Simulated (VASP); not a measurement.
# Al (Im-3m) in VASP: a series of runs

Runs on Al. Level: PBE0. Tasks: single point.

Everything below comes from runs of VASP 6.6.1. Logs are shortened: lines on timing, memory, paths and dates and some standing lists are left out, and cuts for length are marked.

## Step 1: The cell of the first run

The structure is cubic, space group Im-3m (No. 229). Conventional cell: a = 3.139 Å, b = 3.139 Å, c = 3.139 Å, α = 90.00°, β = 90.00°, γ = 90.00°. Within 3.6 Å of Al (site symmetry m-3m) lie 14 Al at 2.72 to 3.14 Å.

## Step 2: Single point, PBE0

Input file POSCAR:

```
Al
1.0
   -1.5697130985      1.5697130985      1.5697130985
    1.5697130985     -1.5697130985      1.5697130985
    1.5697130985      1.5697130985     -1.5697130985
Al
1
Direct
    0.0000000000      0.0000000000      0.0000000000
```

Input file INCAR.step1:

```
  PREC = Accurate
  ENCUT = 520
  EDIFF = 1E-5
  ISMEAR = -1
  SIGMA = 0.05
  LREAL = F
  LASPH = T
  NELM = 60
  ALGO = Normal
  ISIF = 2
  LWAVE = T
  LCHARG = F
  GGA = PE
  NBANDS = 8
```

Input file INCAR.step2:

```
  PREC = Accurate
  ENCUT = 520
  EDIFF = 1E-7
  ISMEAR = -1
  SIGMA = 0.05
  LREAL = F
  LASPH = T
  NELM = 60
  ALGO = Normal
  ISIF = 2
  LWAVE = F
  LCHARG = F
  GGA = PE
  LHFCALC = T
  AEXX = 0.25
  PRECFOCK = Normal
  ISTART = 1
  NBANDS = 8
```

Input file KPOINTS:

```
regular mesh
0
Gamma
  6 6 6
```

Potentials or basis: VASP PAW PBE potentials, release 64 (Al).

On the command line:

```console
$ cat potpaw_PBE.64/Al/POTCAR > POTCAR
$ cp INCAR.step1 INCAR
$ mpirun -np 1 vasp_std > vasp.out
$ cp INCAR.step2 INCAR
$ mpirun -np 1 vasp_std > vasp.out
```

OUTCAR:

```text
PREC = Accurate
   ENCUT = 520
   EDIFF = 1E-7
   ISMEAR = -1
   LREAL = F
   LASPH = T
   NELM = 60
   ISIF = 2
   GGA = PE
   LHFCALC = T
   AEXX = 0.25
   PRECFOCK = Normal
   ISTART = 1

 ion  position               nearest neighbor table
   1  0.000  0.000  0.000-

  LATTYP: Found a body centered cubic cell.
 ALAT       =     3.1394261970

  Lattice vectors:

 A1 = (  -1.5697130985,   1.5697130985,   1.5697130985)
 A2 = (   1.5697130985,  -1.5697130985,   1.5697130985)
 A3 = (   1.5697130985,   1.5697130985,  -1.5697130985)

Analysis of symmetry for initial positions (statically):
=====================================================================
 Subroutine PRICEL returns:
 Original cell was already a primitive cell.

 Routine SETGRP: Setting up the symmetry group for a
 body centered cubic supercell.

 Subroutine GETGRP returns: Found 48 space group operations
 (whereof 48 operations were pure point group operations)
 out of a pool of 48 trial point group operations.

The static configuration has the point symmetry O_h .

Analysis of symmetry for dynamics (positions and initial velocities):
=====================================================================
 Subroutine PRICEL returns:
 Original cell was already a primitive cell.

 Routine SETGRP: Setting up the symmetry group for a
 body centered cubic supercell.

 Subroutine GETGRP returns: Found 48 space group operations
 (whereof 48 operations were pure point group operations)
 out of a pool of 48 trial point group operations.

The dynamic configuration has the point symmetry O_h .

 Subroutine INISYM returns: Found 48 space group operations
 (whereof 48 operations are pure point group operations),
 and found     1 'primitive' translations

----------------------------------------------------------------------------------------

                                     Primitive cell

  volume of cell :      15.4711

  direct lattice vectors                    reciprocal lattice vectors
    -1.569713099  1.569713099  1.569713099     0.000000000  0.318529546  0.318529546
     1.569713099 -1.569713099  1.569713099     0.318529546  0.000000000  0.318529546
     1.569713099  1.569713099 -1.569713099     0.318529546  0.318529546  0.000000000

  length of vectors
     2.718822840  2.718822840  2.718822840     0.450468803  0.450468803  0.450468803

  position of ions in fractional coordinates (direct lattice)
     0.000000000  0.000000000  0.000000000

  ion indices of the primitive-cell ions
   primitive index   ion index
                 1           1

----------------------------------------------------------------------------------------

 KPOINTS: regular mesh

Automatic generation of k-mesh.
 Grid dimensions read from file:
 generate k-points for:    6    6    6

 Generating k-lattice:

  Cartesian coordinates                     Fractional coordinates (reciprocal lattice)
     0.000000000  0.053088258  0.053088258     0.166666667  0.000000000  0.000000000
     0.053088258  0.000000000  0.053088258     0.000000000  0.166666667  0.000000000
     0.053088258  0.053088258  0.000000000     0.000000000  0.000000000  0.166666667

  Length of vectors
     0.075078134  0.075078134  0.075078134

  Shift w.r.t. Gamma in fractional coordinates (k-lattice)
     0.000000000  0.000000000  0.000000000

 Subroutine IBZKPT returns following result:
 ===========================================

 Found     16 irreducible k-points:

 Following reciprocal coordinates:
            Coordinates               Weight
  0.000000  0.000000  0.000000      1.000000
  0.166667  0.000000  0.000000     12.000000
  0.333333  0.000000  0.000000     12.000000
  0.500000  0.000000  0.000000      6.000000
  0.166667  0.166667  0.000000     24.000000
  0.333333  0.166667  0.000000     48.000000
[... 8 lines left out ...]
  0.500000  0.500000  0.333333     12.000000
  0.500000  0.500000  0.500000      1.000000
   k-points           NKPTS =     16   k-points in BZ     NKDIM =    216   number of bands    NBANDS=      8
   number of dos      NEDOS =    301   number of ions     NIONS =      1
   total plane-waves  NPLWV =   8000
   dimension x,y,z NGX =    20 NGY =   20 NGZ =   20
   dimension x,y,z NGXF=    40 NGYF=   40 NGZF=   40
   ions per type =               1
   NGX,Y,Z   is equivalent  to a cutoff of  12.23, 12.23, 12.23 a.u.
   NGXF,Y,Z  is equivalent  to a cutoff of  24.46, 24.46, 24.46 a.u.
 SYSTEM =  unknown system
   PREC   = accura    normal or accurate (medium, high low for compatibility)
   ISTART =      1    job   : 0-new  1-cont  2-samecut
   ICHARG =      0    charge: 1-file 2-atom 10-const
   ISPIN  =      1    spin polarized calculation?
   LNONCOLLINEAR =      F non collinear calculations
   LSORBIT =      F    spin-orbit coupling
   LASPH  =      T    aspherical Exc in radial PAW
   ENCUT  =  520.0 eV  38.22 Ry    6.18 a.u.   5.06  5.06  5.06*2*pi/ulx,y,z
   NELM   =     60;   NELMIN=  2; NELMDL=  0     # of ELM steps
   EDIFF  = 0.1E-06   stopping-criterion for ELM
   LREAL  =      F    real-space projection
   EDIFFG = 0.1E-05   stopping-criterion for IOM
   NSW    =      0    number of steps for IOM
   IBRION =     -1    ionic relax: 0-MD 1-quasi-New 2-CG
   NFREE  =      0    steps in history (QN), initial steepest desc. (CG)
   ISIF   =      2    stress and relaxation
   ISYM   =      3    0-nonsym 1-usesym 2-fastsym
   POTIM  = 0.5000    time-step for ionic-motion
   TEBEG  =    0.0;   TEEND  =   0.0 temperature during run
   PSTRESS=    0.0 pullay stress
   NELECT =       3.0000    total number of electrons
   NUPDOWN=      -1.0000    fix difference up-down
   EMIN   =  10.00;   EMAX   =-10.00  energy-range for DOS
   EFERMI =   0.00;   METHOD = LEGACY
   ISMEAR =    -1;   SIGMA  =   0.05  broadening in eV -4-tet -1-fermi 0-gaus
   EFERMI_NEDOS =   21; number of points for ismear=-14 and -15
   IALGO  =     38    algorithm
   IMIX   =      1    mixing-type and parameters
     AMIX     =   0.40;   BMIX     =  1.00
     AMIX_MAG =   1.60;   BMIX_MAG =  1.00
  volume/ion in A,a.u.               =      15.47       104.40
  Fermi-wavevector in a.u.,A,eV,Ry     =   0.947563  1.790635 12.216351  0.897877
  Thomas-Fermi vector in A             =   2.075669
   LORBIT       =      0    0 simple, 1 ext, 2 COOP (PROOUT), +10 PAW based schemes
   GGA     = PE    functional components
   LHFCALC =     T    Hartree Fock is set to
   PRECFOCK=normal    Normal, Fast or Accurate (Low or Medium for compatibility)
   ENCUT4O =  -1.0   cutoff for four orbital integrals eV
   NKREDX  =     1    reduce k-point grid by
   NKREDY  =     1    reduce k-point grid by
   NKREDZ  =     1    reduce k-point grid by
   AEXX    =    0.2500 exact exchange contribution
   HFSCREEN=    0.0000 screening length (either q_TF or 0.3 A-1)
   HFSCREENC=   0.0000 screening length for correlation (either q_TF or 0.3 A-1)
   ENCUTFOCK=  -1.0 apply spherical cutoff to Coloumb kernel
   IVDW    =     0    specifies the selected vdW correction
   LEPSILON=     F    determine dielectric tensor
   LRPA    =     F    only Hartree local field effects (RPA)
 non-spin polarized calculation
  energy-cutoff  :      520.00
  volume of cell :       15.47
 maximum number of plane-waves:       430
  NGX = 16; NGY = 16; NGZ = 16

 number of electron       3.0000000 magnetization

 Free energy of the ion-electron system (eV)
  ---------------------------------------------------
  ext. energy  EPLUGINS =         0.00000000
  ---------------------------------------------------
  free energy    TOTEN  =        -4.34584541 eV

  energy without entropy =       -4.34165908  energy(sigma->0) =       -4.34375225

 E-fermi :   8.9029     XC(G=0):  -8.2052

 val. band max:        7.4588949367   @ k =   0.5000   0.5000   0.3333
 cond. band min:       9.0001796104   @ k =  -0.3333   0.5000   0.1667
 fundamental gap:      1.5412846737
 Fermi energy:         8.9028841028

 k-point     1 :       0.0000    0.0000    0.0000
  band No.  band energies     occupation
      1      -4.9640      2.00000
      2      23.9341      0.00000
      3      23.9341      0.00000
      4      23.9341      0.00000
      5      25.9828      0.00000
      6      25.9828      0.00000
      7      25.9828      0.00000
      8      27.0526      0.00000

 k-point     2 :       0.1667    0.0000    0.0000
  band No.  band energies     occupation
      1      -4.0326      2.00000
      2      17.8702      0.00000
      3      21.3535      0.00000
      4      21.5733      0.00000
      5      23.3606      0.00000
      6      24.6019      0.00000
      7      27.5952      0.00000
      8      27.8467      0.00000

 k-point     3 :       0.3333    0.0000    0.0000
  band No.  band energies     occupation
      1      -1.2526      2.00000
      2      10.4204      0.00000
      3      19.2108      0.00000
      4      19.3295      0.00000
      5      21.1429      0.00000
      6      22.7842      0.00000
      7      29.7826      0.00000
      8      30.3548      0.00000

 k-point     4 :       0.5000    0.0000    0.0000
  band No.  band energies     occupation
      1       3.0194      2.00000
      2       3.7862      2.00000
      3      18.3826      0.00000
      4      18.6490      0.00000
      5      20.3872      0.00000
      6      22.0781      0.00000
      7      31.9093      0.00000
      8      33.5111      0.00000

 k-point     5 :       0.1667    0.1667    0.0000
  band No.  band energies     occupation
      1      -2.1771      2.00000
      2      14.2901      0.00000
      3      15.0996      0.00000
      4      19.5411      0.00000
      5      24.2425      0.00000
      6      24.9202      0.00000
      7      29.0970      0.00000
      8      29.2608      0.00000
[... 89 lines left out ...]
 k-point    14 :      -0.3333    0.3333    0.3333
  band No.  band energies     occupation
      1       2.4346      2.00000
      2      12.9649      0.00000
      3      12.9649      0.00000
      4      14.0958      0.00000
      5      16.5023      0.00000
      6      23.8531      0.00000
      7      30.5492      0.00000
      8      32.4795      0.00000

 k-point    15 :       0.5000    0.5000    0.3333
  band No.  band energies     occupation
      1       6.6618      2.00000
      2       7.4589      2.00000
      3      12.1336      0.00000
      4      14.2356      0.00000
      5      17.7654      0.00000
      6      19.4805      0.00000
      7      30.6867      0.00000
      8      33.3619      0.00000

 k-point    16 :       0.5000    0.5000    0.5000
  band No.  band energies     occupation
      1      12.7679      0.00000
      2      12.7679      0.00000
      3      12.7679      0.00000
      4      13.6342      0.00000
      5      13.6342      0.00000
      6      17.1709      0.00000
      7      37.1981      0.00000
      8      37.1981      0.00000

------------------------ aborting loop because EDIFF is reached ----------------------------------------

  FORCE on cell =-STRESS in cart. coord.  units (eV):
  Direction    XX          YY          ZZ          XY          YZ          ZX
  --------------------------------------------------------------------------------------
  -------------------------------------------------------------------------------------
  Total        0.7024092      0.7024092      0.7024092      0.0000000     -0.0000000      0.0000000
  in kB       72.7411101     72.7411101     72.7411101      0.0000000     -0.0000000      0.0000000
  external PRESSURE =      72.7411101 kB  Pullay stress =       0.0000000 kB

 VOLUME and BASIS-vectors are now :
 -----------------------------------------------------------------------------
  energy-cutoff  :      520.00
  volume of cell :       15.47
      direct lattice vectors                 reciprocal lattice vectors
    -1.569713099  1.569713099  1.569713099     0.000000000  0.318529546  0.318529546
     1.569713099 -1.569713099  1.569713099     0.318529546  0.000000000  0.318529546
     1.569713099  1.569713099 -1.569713099     0.318529546  0.318529546  0.000000000

 POSITION                                       TOTAL-FORCE (eV/Angst)
 -----------------------------------------------------------------------------------
      0.00000      0.00000      0.00000        -0.000000     -0.000000     -0.000000
 -----------------------------------------------------------------------------------
    total drift:                               -0.000000     -0.000000     -0.000000

  FREE ENERGIE OF THE ION-ELECTRON SYSTEM (eV)
  ---------------------------------------------------
  free  energy   TOTEN  =        -4.3458454140 eV

  energy  without entropy=       -4.3416590789  energy(sigma->0) =       -4.34375225
```

It took 54 s on 1 thread of Intel Xeon Platinum 8259CL at 2.50GHz (Skylake/Cascade Lake), shared host; peak memory 0.12 GiB.

What came out:

| Item | Value |
| --- | --- |
| Free energy | -4.3458 eV |
| Pressure | 7.3 GPa |

Levels at points of the mesh, in eV from the Fermi level:
| k point | band 1 | band 2 | band 3 | band 4 | band 5 |
| --- | --- | --- | --- | --- | --- |
| (0.00, 0.00, 0.00) | -13.87 | 15.03 | 15.03 | 15.03 | 17.08 |
| (0.50, 0.00, 0.00) | -5.88 | -5.12 | 9.48 | 9.75 | 11.48 |
| (0.50, 0.50, 0.50) | 3.87 | 3.87 | 3.87 | 4.73 | 4.73 |

Caveat: the k points lie up to 0.47 Å⁻¹ apart; the PAW data sets were made with another functional, which shifts forces and pressure a little.

## Step 3: Single point, PBE0

This run uses another cell than the first one, of 15.79 Å³/atom, 1.021 times its volume.

Input file POSCAR:

```
Al
1.0
   -1.5805390481      1.5805390481      1.5805390481
    1.5805390481     -1.5805390481      1.5805390481
    1.5805390481      1.5805390481     -1.5805390481
Al
1
Direct
    0.0000000000      0.0000000000      0.0000000000
```

Input file INCAR.step1:

```
SYSTEM = Al
PREC = Accurate
ENCUT = 520
EDIFF = 1E-5
ISMEAR = -1
SIGMA = 0.05
LREAL = .FALSE.
LASPH = .TRUE.
NELM = 80
ALGO = Normal
ISIF = 2
LWAVE = .TRUE.
LCHARG = .FALSE.
NBANDS = 8
GGA = PE
```

Input file INCAR.step2:

```
SYSTEM = Al
PREC = Accurate
ENCUT = 520
EDIFF = 1E-6
ISMEAR = -1
SIGMA = 0.05
LREAL = .FALSE.
LASPH = .TRUE.
NELM = 80
ALGO = Normal
ISIF = 2
LWAVE = .FALSE.
LCHARG = .FALSE.
GGA = PE
LHFCALC = .TRUE.
AEXX = 0.25
PRECFOCK = Normal
NBANDS = 8
ISTART = 1
```

Input file KPOINTS:

```
regular mesh
0
G
  6 6 6
  0 0 0
```

Potentials or basis: VASP PAW PBE potentials, release 64 (Al).

On the command line:

```console
$ cat potpaw_PBE.64/Al/POTCAR > POTCAR
$ cp INCAR.step1 INCAR
$ mpirun -np 1 vasp_std > vasp.out
$ cp INCAR.step2 INCAR
$ mpirun -np 1 vasp_std > vasp.out
```

Wall time 52 s (1 thread of Intel Xeon Platinum 8259CL at 2.50GHz (Skylake/Cascade Lake), shared host); peak memory 0.12 GiB.

Results (log left out):

```
Free energy : -4.3583 eV
Pressure    : 5.1 GPa
```

Levels at points of the mesh, in eV from the Fermi level:
```
           k point  band 1  band 2  band 3  band 4
(0.00, 0.00, 0.00)  -13.73   14.87   14.87   14.87
(0.50, 0.00, 0.00)   -5.82   -5.11    9.40    9.55
(0.50, 0.50, 0.50)    3.79    3.79    3.79    4.72
```

Caveat: the k points lie up to 0.47 Å⁻¹ apart; the PAW data sets were made with another functional, which shifts forces and pressure a little.
